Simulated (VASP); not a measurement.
# ScGa3P2 (P4/mmm) in VASP: single point with PBE

Aim: the single point of ScGa3P2 with PBE.

All numbers are computed with VASP 6.6.1; they aren't measurements. Logs are shortened: lines on timing, memory, paths and dates and some standing lists are left out, and cuts for length are marked.

**1. The cell of the first run**

It takes space group P4/mmm (No. 123, tetragonal). The conventional cell has a = 3.533 Å, b = 3.533 Å, c = 8.931 Å, α = 90.00°, β = 90.00°, γ = 90.00°. Sc (site symmetry 4/mmm) has 2 P at 2.57 Å and 8 Ga at 3.05 Å and 4 Sc at 3.53 Å within 3.6 Å. Ga (site symmetry 4mm) has 4 P at 2.63 Å and 6 Ga at 2.71 to 3.53 Å and 4 Sc at 3.05 Å within 3.6 Å. Within 3.6 Å of Ga (site symmetry 4/mmm) lie 6 Ga at 2.71 to 3.53 Å and 8 P at 3.13 Å. Within 3.6 Å of P (site symmetry 4mm) lie 1 Sc at 2.57 Å and 8 Ga at 2.63 to 3.13 Å and 4 P at 3.53 Å.

The cell was built from a structure type or drawn by symmetry, and may not be a known phase.

**2. Single point, PBE, collinear spin**

Input file INCAR:

```
SYSTEM = ScGa3P2
PREC = Accurate
ENCUT = 500
EDIFF = 1E-6
ISMEAR = 0
SIGMA = 0.1
LREAL = .FALSE.
LASPH = .TRUE.
NELM = 200
ALGO = Normal
ISIF = 2
LWAVE = .FALSE.
LCHARG = .TRUE.
ISPIN = 2
MAGMOM = 1 0 0 0 0 0
LORBIT = 11
LMAXMIX = 4
GGA = PE
LELF = .TRUE.
LVHAR = .TRUE.
NBANDS = 43
GGA_COMPAT = .FALSE.
```

Input file KPOINTS:

```
Automatic mesh
0
G
  6 6 2
  0 0 0
```

Input file POSCAR:

```
ScGa3P2
1.0
    3.5327160791      0.0000000000      0.0000000000
    0.0000000000      3.5327160791      0.0000000000
    0.0000000000      0.0000000000      8.9311962662
Sc Ga P
1 3 2
Direct
    0.0000000000      0.0000000000      0.0000000000
    0.5000000000      0.5000000000      0.1964091345
    0.5000000000      0.5000000000      0.5000000000
    0.5000000000      0.5000000000      0.8035908655
    0.0000000000      0.0000000000      0.2882830823
    0.0000000000      0.0000000000      0.7117169177
```

Potentials or basis: VASP PAW PBE potentials, release 64 (Sc_sv, Ga_d, P).

The run is started by

```
$ cat potpaw_PBE.64/Sc_sv/POTCAR potpaw_PBE.64/Ga_d/POTCAR potpaw_PBE.64/P/POTCAR > POTCAR
$ mpirun -np 1 vasp_std > vasp.out
```

OUTCAR:

```text
SYSTEM = ScGa3P2
   PREC = Accurate
   ENCUT = 500
   EDIFF = 1E-6
   ISMEAR = 0
   LREAL = .FALSE.
   LASPH = .TRUE.
   NELM = 200
   ISIF = 2
   ISPIN = 2
   LORBIT = 11
   GGA = PE

 ion  position               nearest neighbor table
   1  0.000  0.000  0.000-   5 2.57   6 2.57   2 3.05   4 3.05   2 3.05   4 3.05   2 3.05   4 3.05
                             2 3.05   4 3.05
   2  0.500  0.500  0.196-   5 2.63   5 2.63   5 2.63   5 2.63   3 2.71   1 3.05   1 3.05   1 3.05
                             1 3.05
   3  0.500  0.500  0.500-   2 2.71   4 2.71
   4  0.500  0.500  0.804-   6 2.63   6 2.63   6 2.63   6 2.63   3 2.71   1 3.05   1 3.05   1 3.05
                             1 3.05
   5  0.000  0.000  0.288-   1 2.57   2 2.63   2 2.63   2 2.63   2 2.63
   6  0.000  0.000  0.712-   1 2.57   4 2.63   4 2.63   4 2.63   4 2.63

  LATTYP: Found a simple tetragonal cell.
 ALAT       =     3.5327160791
 C/A-ratio  =     2.5281387086

  Lattice vectors:

 A1 = (   3.5327160791,   0.0000000000,   0.0000000000)
 A2 = (   0.0000000000,   3.5327160791,   0.0000000000)
 A3 = (   0.0000000000,   0.0000000000,   8.9311962662)

Analysis of symmetry for initial positions (statically):
=====================================================================
 Subroutine PRICEL returns:
 Original cell was already a primitive cell.

 Routine SETGRP: Setting up the symmetry group for a
 simple tetragonal supercell.

 Subroutine GETGRP returns: Found 16 space group operations
 (whereof 16 operations were pure point group operations)
 out of a pool of 16 trial point group operations.

The static configuration has the point symmetry D_4h.

Analysis of symmetry for dynamics (positions and initial velocities):
=====================================================================
 Subroutine PRICEL returns:
 Original cell was already a primitive cell.

 Routine SETGRP: Setting up the symmetry group for a
 simple tetragonal supercell.

 Subroutine GETGRP returns: Found 16 space group operations
 (whereof 16 operations were pure point group operations)
 out of a pool of 16 trial point group operations.

The dynamic configuration has the point symmetry D_4h.

Analysis of structural, dynamic, and magnetic symmetry:
=====================================================================
 Subroutine PRICEL returns:
 Original cell was already a primitive cell.

 Routine SETGRP: Setting up the symmetry group for a
 simple tetragonal supercell.

 Subroutine GETGRP returns: Found 16 space group operations
 (whereof 16 operations were pure point group operations)
 out of a pool of 16 trial point group operations.

The overall configuration has the point symmetry D_4h.

 Subroutine INISYM returns: Found 16 space group operations
 (whereof 16 operations are pure point group operations),
 and found     1 'primitive' translations

----------------------------------------------------------------------------------------

                                     Primitive cell

  volume of cell :     111.4621

  direct lattice vectors                    reciprocal lattice vectors
     3.532716079  0.000000000  0.000000000     0.283068318  0.000000000  0.000000000
     0.000000000  3.532716079  0.000000000     0.000000000  0.283068318  0.000000000
     0.000000000  0.000000000  8.931196266     0.000000000  0.000000000  0.111967084

  length of vectors
     3.532716079  3.532716079  8.931196266     0.283068318  0.283068318  0.111967084

  position of ions in fractional coordinates (direct lattice)
     0.000000000  0.000000000  0.000000000
     0.500000000  0.500000000  0.196409135
     0.500000000  0.500000000  0.500000000
     0.500000000  0.500000000  0.803590865
     0.000000000  0.000000000  0.288283082
     0.000000000  0.000000000  0.711716918

  ion indices of the primitive-cell ions
   primitive index   ion index
                 1           1
                 2           2
                 3           3
                 4           4
                 5           5
                 6           6

----------------------------------------------------------------------------------------

 KPOINTS: Automatic mesh

Automatic generation of k-mesh.
 Grid dimensions read from file:
 generate k-points for:    6    6    2

 Generating k-lattice:

  Cartesian coordinates                     Fractional coordinates (reciprocal lattice)
     0.047178053  0.000000000  0.000000000     0.166666667  0.000000000  0.000000000
     0.000000000  0.047178053  0.000000000     0.000000000  0.166666667  0.000000000
     0.000000000  0.000000000  0.055983542     0.000000000  0.000000000  0.500000000

  Length of vectors
     0.047178053  0.047178053  0.055983542

  Shift w.r.t. Gamma in fractional coordinates (k-lattice)
     0.000000000  0.000000000  0.000000000

 Subroutine IBZKPT returns following result:
 ===========================================

 Found     20 irreducible k-points:

 Following reciprocal coordinates:
            Coordinates               Weight
  0.000000  0.000000  0.000000      1.000000
  0.166667  0.000000  0.000000      4.000000
  0.333333  0.000000  0.000000      4.000000
  0.500000  0.000000  0.000000      2.000000
  0.166667  0.166667  0.000000      4.000000
  0.333333  0.166667  0.000000      8.000000
[... 12 lines left out ...]
  0.500000  0.333333  0.500000      4.000000
  0.500000  0.500000  0.500000      1.000000
   k-points           NKPTS =     20   k-points in BZ     NKDIM =     20   number of bands    NBANDS=     43
   number of dos      NEDOS =    301   number of ions     NIONS =      6
   total plane-waves  NPLWV =  54880
   dimension x,y,z NGX =    28 NGY =   28 NGZ =   70
   dimension x,y,z NGXF=    56 NGYF=   56 NGZF=  140
   ions per type =               1   3   2
   NGX,Y,Z   is equivalent  to a cutoff of  13.18, 13.18, 13.03 a.u.
   NGXF,Y,Z  is equivalent  to a cutoff of  26.35, 26.35, 26.06 a.u.
 SYSTEM =  ScGa3P2
   PREC   = accura    normal or accurate (medium, high low for compatibility)
   ISTART =      0    job   : 0-new  1-cont  2-samecut
   ICHARG =      2    charge: 1-file 2-atom 10-const
   ISPIN  =      2    spin polarized calculation?
   LNONCOLLINEAR =      F non collinear calculations
   LSORBIT =      F    spin-orbit coupling
   LASPH  =      T    aspherical Exc in radial PAW
   ENCUT  =  500.0 eV  36.75 Ry    6.06 a.u.   6.44  6.44 16.28*2*pi/ulx,y,z
   NELM   =    200;   NELMIN=  2; NELMDL= -5     # of ELM steps
   EDIFF  = 0.1E-05   stopping-criterion for ELM
   LREAL  =      F    real-space projection
   EDIFFG = 0.1E-04   stopping-criterion for IOM
   NSW    =      0    number of steps for IOM
   IBRION =     -1    ionic relax: 0-MD 1-quasi-New 2-CG
   NFREE  =      0    steps in history (QN), initial steepest desc. (CG)
   ISIF   =      2    stress and relaxation
   ISYM   =      2    0-nonsym 1-usesym 2-fastsym
   POTIM  = 0.5000    time-step for ionic-motion
   TEBEG  =    0.0;   TEEND  =   0.0 temperature during run
   PSTRESS=    0.0 pullay stress
   NELECT =      60.0000    total number of electrons
   NUPDOWN=      -1.0000    fix difference up-down
   EMIN   =  10.00;   EMAX   =-10.00  energy-range for DOS
   EFERMI =   0.00;   METHOD = LEGACY
   ISMEAR =     0;   SIGMA  =   0.10  broadening in eV -4-tet -1-fermi 0-gaus
   EFERMI_NEDOS =   21; number of points for ismear=-14 and -15
   IALGO  =     38    algorithm
   IMIX   =      4    mixing-type and parameters
     AMIX     =   0.40;   BMIX     =  1.00
     AMIX_MAG =   1.60;   BMIX_MAG =  1.00
  volume/ion in A,a.u.               =      18.58       125.36
  Fermi-wavevector in a.u.,A,eV,Ry     =   1.331730  2.516605 24.130001  1.773505
  Thomas-Fermi vector in A             =   2.460719
   LORBIT       =     11    0 simple, 1 ext, 2 COOP (PROOUT), +10 PAW based schemes
   GGA     = PE    functional components
   LHFCALC =     F    Hartree Fock is set to
   AEXX    =    0.0000 exact exchange contribution
   IVDW    =     0    specifies the selected vdW correction
   LEPSILON=     F    determine dielectric tensor
   LRPA    =     F    only Hartree local field effects (RPA)
 spin polarized calculation
 Gauss-broadening in eV      SIGMA  =   0.10
  energy-cutoff  :      500.00
  volume of cell :      111.46
 maximum number of plane-waves:      2849
 NGX is ok and might be reduce to    28
   NGX = 13   NGY = 13   NGZ = 33

 number of electron      60.0000030 magnetization       0.2538454

 Free energy of the ion-electron system (eV)
  ---------------------------------------------------
  ext. energy  EPLUGINS =         0.00000000
  ---------------------------------------------------
  free energy    TOTEN  =       -26.34119981 eV

  energy without entropy =      -26.32212436  energy(sigma->0) =      -26.33166208

 E-fermi :   5.9866     XC(G=0): -10.7557

 val. band max:        5.9808693422   @ k =   0.3333   0.3333   0.5000
 cond. band min:       6.0003063015   @ k =   0.3333   0.1667   0.5000
 fundamental gap:      0.0194369593
 Fermi energy:         5.9866206665

 spin component 1

 k-point     1 :       0.0000    0.0000    0.0000
  band No.  band energies     occupation
      1     -43.7220      1.00000
      2     -22.4031      1.00000
      3     -22.4031      1.00000
      4     -22.2839      1.00000
      5      -9.0739      1.00000
      6      -8.9465      1.00000
[... 34 lines left out ...]
     41      10.7528      0.00000
     42      13.0881      0.00000

 k-point     2 :       0.1667    0.0000    0.0000
  band No.  band energies     occupation
      1     -43.7200      1.00000
      2     -22.4296      1.00000
      3     -22.4008      1.00000
      4     -22.2805      1.00000
      5      -9.0676      1.00000
      6      -8.9544      1.00000
[... 799 lines left out ...]
     41      11.7268      0.00000
     42      12.4804      0.00000

 k-point    20 :       0.5000    0.5000    0.5000
  band No.  band energies     occupation
      1     -43.7067      1.00000
      2     -22.4945      1.00000
      3     -22.4945      1.00000
      4     -22.2585      1.00000
      5      -9.0272      1.00000
      6      -9.0213      1.00000
[... 34 lines left out ...]
     41      11.3410      0.00000
     42      13.9881      0.00000
 Fermi energy:         5.9866206665

 spin component 2

 k-point     1 :       0.0000    0.0000    0.0000
  band No.  band energies     occupation
      1     -43.6177      1.00000
      2     -22.2778      1.00000
      3     -22.2778      1.00000
      4     -22.2129      1.00000
      5      -9.0730      1.00000
      6      -8.9454      1.00000
[... 34 lines left out ...]
     41      10.8293      0.00000
     42      13.1244      0.00000

 k-point     2 :       0.1667    0.0000    0.0000
  band No.  band energies     occupation
      1     -43.6159      1.00000
      2     -22.3037      1.00000
      3     -22.2755      1.00000
      4     -22.2095      1.00000
      5      -9.0667      1.00000
      6      -8.9529      1.00000
[... 799 lines left out ...]
     41      11.7510      0.00000
     42      12.5163      0.00000

 k-point    20 :       0.5000    0.5000    0.5000
  band No.  band energies     occupation
      1     -43.6028      1.00000
      2     -22.3669      1.00000
      3     -22.3669      1.00000
      4     -22.1877      1.00000
      5      -9.0256      1.00000
      6      -9.0197      1.00000
[... 34 lines left out ...]
     41      11.3529      0.00000
     42      13.9938      0.00000
 [bands above 42 left out]

------------------------ aborting loop because EDIFF is reached ----------------------------------------

  FORCE on cell =-STRESS in cart. coord.  units (eV):
  Direction    XX          YY          ZZ          XY          YZ          ZX
  --------------------------------------------------------------------------------------
  -------------------------------------------------------------------------------------
  Total        0.1372881      0.1372881      0.1224498      0.0000000      0.0000000     -0.0000000
  in kB        1.9734057      1.9734057      1.7601170      0.0000000      0.0000000     -0.0000000
  external PRESSURE =       1.9023095 kB  Pullay stress =       0.0000000 kB

 VOLUME and BASIS-vectors are now :
 -----------------------------------------------------------------------------
  energy-cutoff  :      500.00
  volume of cell :      111.46
      direct lattice vectors                 reciprocal lattice vectors
     3.532716079  0.000000000  0.000000000     0.283068318  0.000000000  0.000000000
     0.000000000  3.532716079  0.000000000     0.000000000  0.283068318  0.000000000
     0.000000000  0.000000000  8.931196266     0.000000000  0.000000000  0.111967084

 POSITION                                       TOTAL-FORCE (eV/Angst)
 -----------------------------------------------------------------------------------
      0.00000      0.00000      0.00000         0.000000      0.000000      0.000000
      1.76636      1.76636      1.75417         0.000000      0.000000      0.008208
      1.76636      1.76636      4.46560         0.000000      0.000000      0.000000
      1.76636      1.76636      7.17703         0.000000      0.000000     -0.008208
      0.00000      0.00000      2.57471         0.000000     -0.000000      0.007690
      0.00000      0.00000      6.35648        -0.000000     -0.000000     -0.007690
 -----------------------------------------------------------------------------------
    total drift:                                0.000000      0.000000      0.000000

  FREE ENERGIE OF THE ION-ELECTRON SYSTEM (eV)
  ---------------------------------------------------
  free  energy   TOTEN  =       -26.3411998074 eV

  energy  without entropy=      -26.3221243604  energy(sigma->0) =      -26.33166208

 total charge

# of ion       s       p       d       tot
------------------------------------------
    1        2.199   6.129   1.131   9.458
    2        0.927   0.686   9.984  11.597
    3        1.090   0.401   9.949  11.441
    4        0.927   0.686   9.984  11.597
    5        1.090   1.355   0.000   2.445
    6        1.090   1.355   0.000   2.445
--------------------------------------------------
tot          7.323  10.611  31.049  48.982

 magnetization (x)

# of ion       s       p       d       tot
------------------------------------------
    1        0.005   0.005   0.121   0.131
    2       -0.000   0.005   0.002   0.006
    3       -0.001   0.005   0.000   0.005
    4       -0.000   0.005   0.002   0.006
    5        0.001  -0.000   0.000   0.001
    6        0.001  -0.000   0.000   0.001
--------------------------------------------------
tot          0.006   0.019   0.125   0.150
```

Wall time 9.1 min (1 thread of Intel Xeon 8259CL, shared host); peak memory 0.35 GiB.

What came out:

```yaml
Free_energy: -26.3412 eV
Pressure: 0.2 GPa
Largest_force: 0.008 eV/Å
Net_moment: 0.25 μB per cell
Site_moments: Sc +0.13; Ga +0.01; P +0.00 μB
Valence_electrons_inside_the_program's_atomic_spheres: Sc 9.46; Ga 11.60, 11.44 (each value once); P 2.44
```

Forces in eV/Å, atoms in the order of the input:
```
Sc   0.000  0.000  0.000
Ga   0.000  0.000  0.008
Ga   0.000  0.000  0.000
Ga   0.000  0.000 -0.008
P    0.000  0.000  0.008
P    0.000  0.000 -0.008
```

Levels at points of the mesh, in eV from the Fermi level:
Spin up:
```csv
k point,band 26,band 27,band 28,band 29,band 30,band 31,band 32,band 33,band 34,band 35
"(0.00, 0.00, 0.00)",-1.65,-1.62,-1.62,-1.06,-0.74,-0.23,0.53,2.40,2.46,2.46
"(0.50, 0.00, 0.00)",-1.70,-1.46,-1.06,-0.48,-0.13,0.18,0.76,2.22,2.68,3.04
"(0.50, 0.50, 0.00)",-4.94,-4.76,-3.78,-2.53,-0.43,-0.32,-0.32,0.94,0.94,1.05
"(0.00, 0.00, 0.50)",-1.88,-1.88,-1.33,-1.33,-0.22,-0.02,2.04,2.06,2.06,2.40
"(0.50, 0.00, 0.50)",-2.93,-2.91,-0.73,-0.22,0.32,0.79,0.97,2.22,2.58,3.04
"(0.50, 0.50, 0.50)",-4.83,-4.83,-1.99,-1.77,-1.65,-1.61,-0.60,-0.60,1.60,1.60
```
Spin down:
```csv
k point,band 28,band 29,band 30,band 31,band 32,band 33
"(0.00, 0.00, 0.00)",-1.62,-1.05,-0.68,0.06,0.57,2.49
"(0.50, 0.00, 0.00)",-0.85,-0.44,-0.12,0.18,0.84,2.26
"(0.50, 0.50, 0.00)",-3.75,-2.51,-0.42,-0.25,-0.25,1.00
"(0.00, 0.00, 0.50)",-1.32,-1.32,0.03,0.06,2.06,2.12
"(0.50, 0.00, 0.50)",-0.54,-0.21,0.32,0.87,1.01,2.24
"(0.50, 0.50, 0.50)",-1.98,-1.73,-1.64,-1.59,-0.56,-0.56
```
